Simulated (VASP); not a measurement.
# Pb (P6_3/mmc) in VASP: a series of runs, part 2 of 2

VASP 6.6.1.

### 4 Single point, PBE0

This run uses another cell than the first one, of 27.55 Å³/atom.

POSCAR reads:

```
Pb
1.0
    3.4089596583      0.0000000000      0.0000000000
   -1.7044798292      2.9522456646      0.0000000000
    0.0000000000      0.0000000000      5.4758863477
Pb
2
Direct
    0.6666666667      0.3333333333      0.7500000000
    0.3333333333      0.6666666667      0.2500000000
```

INCAR.step1 reads:

```
  ALGO = Normal
  EDIFF = 1E-5
  ENCUT = 520
  GGA = PE
  ISIF = 2
  ISMEAR = -1
  LASPH = T
  LCHARG = F
  LREAL = F
  LWAVE = T
  NBANDS = 21
  NELM = 80
  PREC = Accurate
  SIGMA = 0.05
```

INCAR.step2 reads:

```
  AEXX = 0.25
  ALGO = Normal
  EDIFF = 1E-6
  ENCUT = 520
  GGA = PE
  ISIF = 2
  ISMEAR = -1
  ISTART = 1
  LASPH = T
  LCHARG = F
  LHFCALC = T
  LREAL = F
  LWAVE = F
  NBANDS = 21
  NELM = 80
  PREC = Accurate
  PRECFOCK = Normal
  SIGMA = 0.05
```

KPOINTS reads:

```
k-points
0
Gamma
  4 4 4
```

Potentials or basis: VASP PAW PBE potentials, release 64 (Pb_d).

Run with:

```console
> cat potpaw_PBE.64/Pb_d/POTCAR > POTCAR
> cp INCAR.step1 INCAR
> mpirun -np 1 vasp_std > vasp.out
> cp INCAR.step2 INCAR
> mpirun -np 1 vasp_std > vasp.out
```

OUTCAR:

```text
AEXX = 0.25
   EDIFF = 1E-6
   ENCUT = 520
   GGA = PE
   ISIF = 2
   ISMEAR = -1
   ISTART = 1
   LASPH = T
   LHFCALC = T
   LREAL = F
   NELM = 80
   PREC = Accurate
   PRECFOCK = Normal

 ion  position               nearest neighbor table
   1  0.667  0.333  0.750-   2 3.37   2 3.37   2 3.37   2 3.37   2 3.37   2 3.37
   2  0.333  0.667  0.250-   1 3.37   1 3.37   1 3.37   1 3.37   1 3.37   1 3.37

  LATTYP: Found a hexagonal cell.
 ALAT       =     3.4089596583
 C/A-ratio  =     1.6063218391

  Lattice vectors:

 A1 = (   3.4089596583,   0.0000000000,   0.0000000000)
 A2 = (  -1.7044798292,   2.9522456646,   0.0000000000)
 A3 = (   0.0000000000,   0.0000000000,   5.4758863477)

Analysis of symmetry for initial positions (statically):
=====================================================================
 Subroutine PRICEL returns:
 Original cell was already a primitive cell.

 Routine SETGRP: Setting up the symmetry group for a
 hexagonal supercell.

 Subroutine GETGRP returns: Found 24 space group operations
 (whereof 12 operations were pure point group operations)
[... 156 lines left out ...]
  ---------------------------------------------------
  free energy    TOTEN  =        -8.81238006 eV

  energy without entropy =       -8.79950320  energy(sigma->0) =       -8.80594163

 E-fermi :   8.1299     XC(G=0):  -8.4171

 val. band max:        8.0931103667   @ k =   0.2500   0.2500   0.2500
 cond. band min:       8.9279952552   @ k =   0.2500   0.0000   0.5000
 fundamental gap:      0.8348848884
 Fermi energy:         8.1299163843

 k-point     1 :       0.0000    0.0000    0.0000
  band No.  band energies     occupation
      1     -11.2877      2.00000
      2     -11.2083      2.00000
      3     -11.1884      2.00000
      4     -11.1884      2.00000
      5     -11.1560      2.00000
      6     -11.1560      2.00000
[... 277 lines left out ...]
     20      19.4024      0.00000
     21      20.2286      0.00000

------------------------ aborting loop because EDIFF is reached ----------------------------------------

  FORCE on cell =-STRESS in cart. coord.  units (eV):
  Direction    XX          YY          ZZ          XY          YZ          ZX
  --------------------------------------------------------------------------------------
  -------------------------------------------------------------------------------------
  Total        2.5205163      2.5205163      0.0586074     -0.0000000     -0.0000000     -0.0000000
  in kB       73.2776134     73.2776134      1.7038615     -0.0000000     -0.0000000     -0.0000000
  external PRESSURE =      49.4196961 kB  Pullay stress =       0.0000000 kB

 VOLUME and BASIS-vectors are now :
 -----------------------------------------------------------------------------
  energy-cutoff  :      520.00
  volume of cell :       55.11
      direct lattice vectors                 reciprocal lattice vectors
     3.408959658  0.000000000  0.000000000     0.293344627  0.169362599  0.000000000
    -1.704479829  2.952245665  0.000000000     0.000000000  0.338725199  0.000000000
     0.000000000  0.000000000  5.475886348     0.000000000  0.000000000  0.182618838

 POSITION                                       TOTAL-FORCE (eV/Angst)
 -----------------------------------------------------------------------------------
      1.70448      0.98408      4.10691         0.000000      0.000000      0.000000
     -0.00000      1.96816      1.36897        -0.000000     -0.000000      0.000000
 -----------------------------------------------------------------------------------
    total drift:                                0.000000     -0.000000     -0.000000

  FREE ENERGIE OF THE ION-ELECTRON SYSTEM (eV)
  ---------------------------------------------------
  free  energy   TOTEN  =        -8.8123800596 eV

  energy  without entropy=       -8.7995031956  energy(sigma->0) =       -8.80594163
```

OUTCAR.step1:

```text
EDIFF = 1E-5
   ENCUT = 520
   GGA = PE
   ISIF = 2
   ISMEAR = -1
[... 497 lines left out ...]
 -----------------------------------------------------------------------------------
      1.70448      0.98408      4.10691        -0.000000     -0.000000      0.000000
     -0.00000      1.96816      1.36897         0.000000      0.000000      0.000000
 -----------------------------------------------------------------------------------
    total drift:                               -0.000000      0.000000      0.000000

  FREE ENERGIE OF THE ION-ELECTRON SYSTEM (eV)
  ---------------------------------------------------
  free  energy   TOTEN  =        -6.7313625918 eV

  energy  without entropy=       -6.7127902764  energy(sigma->0) =       -6.72207643
```

OSZICAR.step1:

```text
N       E                     dE             d eps       ncg     rms          rms(c)
DAV:   1     0.299259184867E+03    0.29926E+03   -0.14318E+04   512   0.168E+03
DAV:   2     0.149756073139E+02   -0.28428E+03   -0.27731E+03   509   0.416E+02
DAV:   3    -0.610426328026E+01   -0.21080E+02   -0.20710E+02   636   0.139E+02
DAV:   4    -0.673660691037E+01   -0.63234E+00   -0.63215E+00   615   0.271E+01
DAV:   5    -0.676726199384E+01   -0.30655E-01   -0.30655E-01   676   0.538E+00    0.922E-01
DAV:   6    -0.673953821725E+01    0.27724E-01   -0.47487E-02   682   0.304E+00    0.455E-01
DAV:   7    -0.673175802109E+01    0.77802E-02   -0.18420E-02   695   0.191E+00    0.143E-01
DAV:   8    -0.673137305753E+01    0.38496E-03   -0.13657E-03   695   0.486E-01    0.154E-02
DAV:   9    -0.673136289723E+01    0.10160E-04   -0.48810E-05   579   0.109E-01    0.741E-03
DAV:  10    -0.673136259185E+01    0.30538E-06   -0.40012E-06   362   0.201E-02
   1 F= -.67313626E+01 E0= -.67220764E+01  d E =-.185723E-01
```

Wall time 18 min (1 thread of Intel Xeon Platinum 8488C (Sapphire Rapids), shared host); peak memory 0.19 GiB.

What came out:

```yaml
Free_energy: -8.8124 eV
Pressure: 4.9 GPa
Band_gap_on_the_k_mesh: zero (bands 14 and 15 overlap by 8.29 eV)
```

Levels at points of the mesh, in eV from the Fermi level:
| k point | band 11 | band 12 | band 13 | band 14 | band 15 | band 16 | band 17 | band 18 |
| --- | --- | --- | --- | --- | --- | --- | --- | --- |
| (0.00, 0.00, 0.00) | -14.09 | -9.07 | -5.50 | 7.13 | 7.13 | 9.32 | 9.32 | 10.16 |
| (0.50, 0.00, 0.00) | -9.66 | -8.20 | -3.42 | -1.80 | -0.78 | 2.46 | 2.83 | 7.29 |
| (0.00, 0.00, 0.50) | -12.56 | -12.56 | 1.80 | 1.80 | 8.21 | 8.21 | 8.21 | 8.21 |
| (0.50, 0.00, 0.50) | -8.53 | -8.53 | -4.89 | -4.89 | 4.55 | 4.55 | 5.05 | 5.05 |

Caveat: the k points lie up to 0.53 Å⁻¹ apart, too coarse for converged energies and pressures of a metal; the PAW data sets were made with another functional, which shifts forces and pressure a little; spin-orbit coupling is left out, which moves the levels of the heavy elements.

### 5 The runs side by side

```tsv
level	spin	cell	k mesh	grid for exact exchange (PRECFOCK)	share of exact exchange	gap on the mesh (eV)	pressure (GPa)
PBE	non-collinear, zero start, SOC	a = 3.635, b = 3.635, c = 5.639 Å, angles 90.0, 90.0, 120.0°, 2 atoms	7 × 7 × 4	-	-	-	0.0
B3LYP	off	a = 3.603, b = 3.603, c = 6.015 Å, angles 90.0, 90.0, 120.0°, 2 atoms	5 × 5 × 3	Normal	0.2	none	0.0
PBE0	off	a = 3.409, b = 3.409, c = 5.476 Å, angles 90.0, 90.0, 120.0°, 2 atoms	4 × 4 × 4	Normal	0.25	none	4.9
```

Alike in all rows: task single point; potentials or basis VASP PAW PBE potentials, release 64 (Pb_d); cutoff (eV) 520; smearing fermi-dirac 0.05 eV.

Caveats: some runs use coarse meshes; the PAW data sets were made with another functional, which shifts forces and pressure a little (at least some runs); spin-orbit coupling is left out, which moves the levels of the heavy elements (at least some runs).

Total energies depend on the potentials used, so only differences within one code and one set of settings carry meaning.

The gap in the log of VASP goes by the Fermi energy; the results here count the filled bands.